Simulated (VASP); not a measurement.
# Ta (Im-3m) in VASP: notebook

The runs below take Ta through single point, relaxation of volume and atoms at fixed shape, with LDA.

All numbers are computed with VASP 6.6.1; they aren't measurements. Logs are shortened: lines on timing, memory, paths and dates and some standing lists are left out, and cuts for length are marked.

## Step 1: The cell of the first run

It takes space group Im-3m (No. 229, cubic). Conventional cell: a = 3.261 Å, b = 3.261 Å, c = 3.261 Å, α = 90.00°, β = 90.00°, γ = 90.00°. Within 3.7 Å of Ta (site symmetry m-3m) lie 14 Ta at 2.82 to 3.26 Å.

## Step 2: Single point, LDA

File INCAR:

```
PREC = Accurate ; ENCUT = 520
EDIFF = 1E-7 ; ISMEAR = -1
SIGMA = 0.1 ; LREAL = F
LASPH = T ; NELM = 80
ALGO = Normal ; ISIF = 2
LWAVE = F ; LCHARG = F
GGA = CA ; NBANDS = 12
```

File KPOINTS:

```
Automatic mesh
0
Gamma
  10 10 10
```

File POSCAR:

```
Ta
1.0
   -1.6305243426      1.6305243426      1.6305243426
    1.6305243426     -1.6305243426      1.6305243426
    1.6305243426      1.6305243426     -1.6305243426
Ta
1
Direct
    0.0000000000      0.0000000000      0.0000000000
```

Potentials or basis: VASP PAW LDA potentials, release 64 (Ta_pv).

Run with:

```console
cat potpaw_LDA.64/Ta_pv/POTCAR > POTCAR
mpirun -np 1 vasp_std > vasp.out
```

OUTCAR:

```text
PREC = Accurate
   ENCUT = 520
   EDIFF = 1E-7
   ISMEAR = -1
   LREAL = F
   LASPH = T
   NELM = 80
   ISIF = 2
   GGA = CA

 ion  position               nearest neighbor table
   1  0.000  0.000  0.000-

  LATTYP: Found a body centered cubic cell.
 ALAT       =     3.2610486852

  Lattice vectors:

 A1 = (  -1.6305243426,   1.6305243426,   1.6305243426)
 A2 = (   1.6305243426,  -1.6305243426,   1.6305243426)
 A3 = (   1.6305243426,   1.6305243426,  -1.6305243426)

Analysis of symmetry for initial positions (statically):
=====================================================================
 Subroutine PRICEL returns:
 Original cell was already a primitive cell.

 Routine SETGRP: Setting up the symmetry group for a
 body centered cubic supercell.

 Subroutine GETGRP returns: Found 48 space group operations
 (whereof 48 operations were pure point group operations)
 out of a pool of 48 trial point group operations.

The static configuration has the point symmetry O_h .

Analysis of symmetry for dynamics (positions and initial velocities):
=====================================================================
 Subroutine PRICEL returns:
 Original cell was already a primitive cell.

 Routine SETGRP: Setting up the symmetry group for a
 body centered cubic supercell.

 Subroutine GETGRP returns: Found 48 space group operations
 (whereof 48 operations were pure point group operations)
 out of a pool of 48 trial point group operations.

The dynamic configuration has the point symmetry O_h .

 Subroutine INISYM returns: Found 48 space group operations
 (whereof 48 operations are pure point group operations),
 and found     1 'primitive' translations

----------------------------------------------------------------------------------------

                                     Primitive cell

  volume of cell :      17.3397

  direct lattice vectors                    reciprocal lattice vectors
    -1.630524343  1.630524343  1.630524343     0.000000000  0.306649822  0.306649822
     1.630524343 -1.630524343  1.630524343     0.306649822  0.000000000  0.306649822
     1.630524343  1.630524343 -1.630524343     0.306649822  0.306649822  0.000000000

  length of vectors
     2.824151004  2.824151004  2.824151004     0.433668338  0.433668338  0.433668338

  position of ions in fractional coordinates (direct lattice)
     0.000000000  0.000000000  0.000000000

  ion indices of the primitive-cell ions
   primitive index   ion index
                 1           1

----------------------------------------------------------------------------------------

 KPOINTS: Automatic mesh

Automatic generation of k-mesh.
 Grid dimensions read from file:
 generate k-points for:   10   10   10

 Generating k-lattice:

  Cartesian coordinates                     Fractional coordinates (reciprocal lattice)
     0.000000000  0.030664982  0.030664982     0.100000000  0.000000000  0.000000000
     0.030664982  0.000000000  0.030664982     0.000000000  0.100000000  0.000000000
     0.030664982  0.030664982  0.000000000     0.000000000  0.000000000  0.100000000

  Length of vectors
     0.043366834  0.043366834  0.043366834

  Shift w.r.t. Gamma in fractional coordinates (k-lattice)
     0.000000000  0.000000000  0.000000000

 Subroutine IBZKPT returns following result:
 ===========================================

 Found     47 irreducible k-points:

 Following reciprocal coordinates:
            Coordinates               Weight
  0.000000  0.000000  0.000000      1.000000
  0.100000  0.000000  0.000000     12.000000
  0.200000  0.000000  0.000000     12.000000
  0.300000  0.000000  0.000000     12.000000
  0.400000  0.000000  0.000000     12.000000
  0.500000  0.000000  0.000000      6.000000
[... 16 lines left out ...]
  0.300000  0.300000  0.100000      8.000000
 -0.300000  0.300000  0.100000     24.000000
 [... further k-points ...]
   k-points           NKPTS =     47   k-points in BZ     NKDIM =     47   number of bands    NBANDS=     12
   number of dos      NEDOS =    301   number of ions     NIONS =      1
   total plane-waves  NPLWV =  13824
   dimension x,y,z NGX =    24 NGY =   24 NGZ =   24
   dimension x,y,z NGXF=    48 NGYF=   48 NGZF=   48
   ions per type =               1
   NGX,Y,Z   is equivalent  to a cutoff of  14.13, 14.13, 14.13 a.u.
   NGXF,Y,Z  is equivalent  to a cutoff of  28.26, 28.26, 28.26 a.u.
 SYSTEM =  unknown system
   PREC   = accura    normal or accurate (medium, high low for compatibility)
   ISTART =      0    job   : 0-new  1-cont  2-samecut
   ICHARG =      2    charge: 1-file 2-atom 10-const
   ISPIN  =      1    spin polarized calculation?
   LNONCOLLINEAR =      F non collinear calculations
   LSORBIT =      F    spin-orbit coupling
   LASPH  =      T    aspherical Exc in radial PAW
   ENCUT  =  520.0 eV  38.22 Ry    6.18 a.u.   5.25  5.25  5.25*2*pi/ulx,y,z
   NELM   =     80;   NELMIN=  2; NELMDL= -5     # of ELM steps
   EDIFF  = 0.1E-06   stopping-criterion for ELM
   LREAL  =      F    real-space projection
   EDIFFG = 0.1E-05   stopping-criterion for IOM
   NSW    =      0    number of steps for IOM
   IBRION =     -1    ionic relax: 0-MD 1-quasi-New 2-CG
   NFREE  =      0    steps in history (QN), initial steepest desc. (CG)
   ISIF   =      2    stress and relaxation
   ISYM   =      2    0-nonsym 1-usesym 2-fastsym
   POTIM  = 0.5000    time-step for ionic-motion
   TEBEG  =    0.0;   TEEND  =   0.0 temperature during run
   PSTRESS=    0.0 pullay stress
   NELECT =      11.0000    total number of electrons
   NUPDOWN=      -1.0000    fix difference up-down
   EMIN   =  10.00;   EMAX   =-10.00  energy-range for DOS
   EFERMI =   0.00;   METHOD = LEGACY
   ISMEAR =    -1;   SIGMA  =   0.10  broadening in eV -4-tet -1-fermi 0-gaus
   EFERMI_NEDOS =   21; number of points for ismear=-14 and -15
   IALGO  =     38    algorithm
   IMIX   =      4    mixing-type and parameters
     AMIX     =   0.40;   BMIX     =  1.00
     AMIX_MAG =   1.60;   BMIX_MAG =  1.00
  volume/ion in A,a.u.               =      17.34       117.01
  Fermi-wavevector in a.u.,A,eV,Ry     =   1.406669  2.658218 26.922071  1.978716
  Thomas-Fermi vector in A             =   2.529006
   LORBIT       =      0    0 simple, 1 ext, 2 COOP (PROOUT), +10 PAW based schemes
   GGA     = CA    functional components
   LHFCALC =     F    Hartree Fock is set to
   AEXX    =    0.0000 exact exchange contribution
   IVDW    =     0    specifies the selected vdW correction
   LEPSILON=     F    determine dielectric tensor
   LRPA    =     F    only Hartree local field effects (RPA)
 non-spin polarized calculation
  energy-cutoff  :      520.00
  volume of cell :       17.34
 maximum number of plane-waves:       478
 NGX is ok and might be reduce to    24
   NGX = 11   NGY = 11   NGZ = 11

 number of electron      11.0000000 magnetization

 Free energy of the ion-electron system (eV)
  ---------------------------------------------------
  ext. energy  EPLUGINS =         0.00000000
  ---------------------------------------------------
  free energy    TOTEN  =       -12.83449132 eV

  energy without entropy =      -12.78502586  energy(sigma->0) =      -12.80975859

 E-fermi :   5.7264     XC(G=0): -12.9927

 val. band max:        5.7153472997   @ k =   0.1000   0.1000   0.0000
 cond. band min:       5.7746433224   @ k =  -0.2000   0.3000   0.1000
 fundamental gap:      0.0592960226
 Fermi energy:         5.7263720729

 k-point     1 :       0.0000    0.0000    0.0000
  band No.  band energies     occupation
      1     -27.0450      2.00000
      2     -27.0450      2.00000
      3     -27.0450      2.00000
      4      -2.2638      2.00000
      5       6.3784      0.00294
      6       6.3784      0.00294
      7       6.3784      0.00294
      8       9.7765      0.00000
      9       9.7765      0.00000
     10      19.5163      0.00000
     11      20.9739      0.00000
     12      20.9739      0.00000

 k-point     2 :       0.1000    0.0000    0.0000
  band No.  band energies     occupation
      1     -27.1862      2.00000
      2     -27.0881      2.00000
      3     -27.0459      2.00000
      4      -1.8003      2.00000
      5       6.0863      0.05321
      6       6.2777      0.00804
      7       6.8381      0.00003
      8       9.3563      0.00000
      9       9.7812      0.00000
     10      19.5161      0.00000
     11      21.3700      0.00000
     12      21.7771      0.00000

 k-point     3 :       0.2000    0.0000    0.0000
  band No.  band energies     occupation
      1     -27.5425      2.00000
      2     -27.1992      2.00000
      3     -27.0483      2.00000
      4      -0.5944      2.00000
      5       5.4087      1.91988
      6       5.8207      0.56043
      7       8.1699      0.00000
      8       9.0514      0.00000
      9       9.8650      0.00000
     10      19.5152      0.00000
     11      21.7495      0.00000
     12      23.7127      0.00000

 k-point     4 :       0.3000    0.0000    0.0000
  band No.  band energies     occupation
      1     -27.9588      2.00000
      2     -27.3335      2.00000
      3     -27.0515      2.00000
      4       0.6893      2.00000
      5       4.6961      1.99993
      6       5.6004      1.55800
      7       9.3998      0.00000
      8      10.1290      0.00000
      9      10.2118      0.00000
     10      19.5107      0.00000
     11      20.3931      0.00000
     12      21.7891      0.00000

 k-point     5 :       0.4000    0.0000    0.0000
  band No.  band energies     occupation
      1     -28.2787      2.00000
      2     -27.4398      2.00000
      3     -27.0541      2.00000
      4       1.1643      2.00000
      5       4.1911      2.00000
      6       6.6323      0.00023
      7       9.7599      0.00000
      8      10.5226      0.00000
      9      12.5417      0.00000
     10      18.6529      0.00000
     11      19.1187      0.00000
     12      19.5702      0.00000
[... 228 lines left out ...]
      1     -28.1259      2.00000
      2     -27.6601      2.00000
      3     -27.2987      2.00000
      4       3.0392      2.00000
      5       4.1135      2.00000
      6       5.4354      1.89664
      7      10.3300      0.00000
      8      10.7982      0.00000
      9      15.3142      0.00000
     10      16.3466      0.00000
     11      19.5236      0.00000
     12      19.8327      0.00000

 k-point    22 :      -0.2000    0.2000    0.1000
  band No.  band energies     occupation
      1     -27.5448      2.00000
      2     -27.2448      2.00000
      3     -27.1558      2.00000
      4      -0.1753      2.00000
      5       5.8014      0.64140
      6       5.9158      0.26143
      7       7.7425      0.00000
      8       8.0083      0.00000
      9      10.6309      0.00000
     10      19.5147      0.00000
     11      22.3577      0.00000
     12      23.7855      0.00000

 k-point    23 :       0.3000    0.3000    0.1000
  band No.  band energies     occupation
      1     -27.9120      2.00000
      2     -27.9120      2.00000
      3     -27.3406      2.00000
      4       3.3402      2.00000
      5       4.8349      1.99973
      6       4.8349      1.99973
      7      10.6846      0.00000
      8      10.6846      0.00000
      9      14.0871      0.00000
     10      18.3417      0.00000
     11      18.3417      0.00000
     12      19.5226      0.00000

 k-point    24 :      -0.3000    0.3000    0.1000
  band No.  band energies     occupation
      1     -27.9398      2.00000
      2     -27.3813      2.00000
      3     -27.1540      2.00000
      4       1.1035      2.00000
      5       5.1350      1.99461
      6       5.3127      1.96856
      7       8.3081      0.00000
      8      10.0500      0.00000
      9      10.8114      0.00000
     10      19.5045      0.00000
     11      20.1679      0.00000
     12      23.0012      0.00000

 [... further k-points ...]

------------------------ aborting loop because EDIFF is reached ----------------------------------------

  FORCE on cell =-STRESS in cart. coord.  units (eV):
  Direction    XX          YY          ZZ          XY          YZ          ZX
  --------------------------------------------------------------------------------------
  -------------------------------------------------------------------------------------
  Total        0.0972085      0.0972085      0.0972085     -0.0000000     -0.0000000     -0.0000000
  in kB        8.9819947      8.9819947      8.9819947     -0.0000000     -0.0000000     -0.0000000
  external PRESSURE =       8.9819947 kB  Pullay stress =       0.0000000 kB

 VOLUME and BASIS-vectors are now :
 -----------------------------------------------------------------------------
  energy-cutoff  :      520.00
  volume of cell :       17.34
      direct lattice vectors                 reciprocal lattice vectors
    -1.630524343  1.630524343  1.630524343     0.000000000  0.306649822  0.306649822
     1.630524343 -1.630524343  1.630524343     0.306649822  0.000000000  0.306649822
     1.630524343  1.630524343 -1.630524343     0.306649822  0.306649822  0.000000000

 POSITION                                       TOTAL-FORCE (eV/Angst)
 -----------------------------------------------------------------------------------
      0.00000      0.00000      0.00000        -0.000000      0.000000      0.000000
 -----------------------------------------------------------------------------------
    total drift:                                0.000000      0.000000      0.000000

  FREE ENERGIE OF THE ION-ELECTRON SYSTEM (eV)
  ---------------------------------------------------
  free  energy   TOTEN  =       -12.8344913214 eV

  energy  without entropy=      -12.7850258599  energy(sigma->0) =      -12.80975859
```

Run time: 10 s. Hardware: 1 thread of Intel Xeon 8259CL, shared host; peak memory 0.13 GiB.

Results:

```
Free energy            : -12.8345 eV
Pressure               : 0.9 GPa
Band gap on the k mesh : zero (an odd number of electrons rules out a gap without spin polarisation)
```

Levels at points of the mesh, in eV from the Fermi level:
```
           k point  band 3  band 4  band 5  band 6  band 7  band 8
(0.00, 0.00, 0.00)  -32.77   -7.99    0.65    0.65    0.65    4.05
(0.50, 0.00, 0.00)  -32.78   -4.55   -1.71    1.92    3.96    5.01
(0.50, 0.50, 0.50)  -33.71   -4.06   -4.06    7.08    7.08    7.08
```

Caveat: spin-orbit coupling is left out, which moves the levels of the heavy elements.

## Step 3: Relaxation of volume and atoms at fixed shape, LDA

This run uses another cell than the first one, of 18.01 Å³/atom.

File INCAR:

```
SYSTEM = Ta
PREC = Accurate
ENCUT = 600
EDIFF = 1E-6
ISMEAR = -1
SIGMA = 0.1
LREAL = .FALSE.
LASPH = .TRUE.
NELM = 100
ALGO = Normal
ISIF = 8
LWAVE = .FALSE.
LCHARG = .FALSE.
GGA = CA
IBRION = 2
NSW = 80
EDIFFG = -0.03
```

File KPOINTS:

```
Automatic mesh
0
G
  10 10 10
  0 0 0
```

File POSCAR:

```
Ta
1.0
   -1.6512800000      1.6512800000      1.6512800000
    1.6512800000     -1.6512800000      1.6512800000
    1.6512800000      1.6512800000     -1.6512800000
Ta
1
Direct
    0.0000000000      0.0000000000      0.0000000000
```

Potentials or basis: VASP PAW LDA potentials, release 64 (Ta_pv).

Run with:

```console
cat potpaw_LDA.64/Ta_pv/POTCAR > POTCAR
mpirun -np 1 vasp_std > vasp.out
```

Wall time 17 s (1 thread of Intel Xeon 8259CL, shared host); peak memory 0.15 GiB.

Results (log left out):

```yaml
Free_energy: -12.8349 eV
Relaxed_volume: 17.43 Å³/atom
Relaxed_cell: a = 2.829 Å, b = 2.829 Å, c = 2.829 Å, α = 109.47°, β = 109.47°, γ = 109.47°
Space_group_after_relaxing_to_0.1_Å: Im-3m (No. 229)
Energy_gained_by_relaxing: 13.3 meV/atom
Ionic_steps: 3
Pressure_after_relaxing: -0.2 GPa
Band_gap_on_the_k_mesh: zero (an odd number of electrons rules out a gap without spin polarisation)
```

Step by step:
```
step  energy change (eV)  largest force (eV/Å)  pressure (GPa)  volume (Å³)
   1              0.0000                0.0000           -6.95        18.01
   2              0.0681                0.0000           20.26        16.05
   3             -0.0133                0.0000           -0.24        17.43
```

Final structure:
```yaml
crystal:
  lattice:
    - [-1.63340, 1.63340, 1.63340]
    - [1.63340, -1.63340, 1.63340]
    - [1.63340, 1.63340, -1.63340]
  atoms:
    - { symbol: Ta, position: [0.00000, 0.00000, 0.00000] }
```

Levels at points of the mesh, in eV from the Fermi level:
```
           k point  band 2  band 3  band 4  band 5  band 6  band 7  band 8  band 9
(0.00, 0.00, 0.00)  -32.79  -32.79   -7.97    0.65    0.65    0.65    4.03    4.03
(0.50, 0.00, 0.00)  -33.22  -32.80   -4.53   -1.70    1.89    3.93    4.98    8.05
(0.50, 0.50, 0.50)  -33.71  -33.71   -4.03   -4.03    7.04    7.04    7.04    9.05
```

Caveat: spin-orbit coupling is left out, which moves the levels of the heavy elements. Zero-point motion and thermal expansion aren't in these numbers.
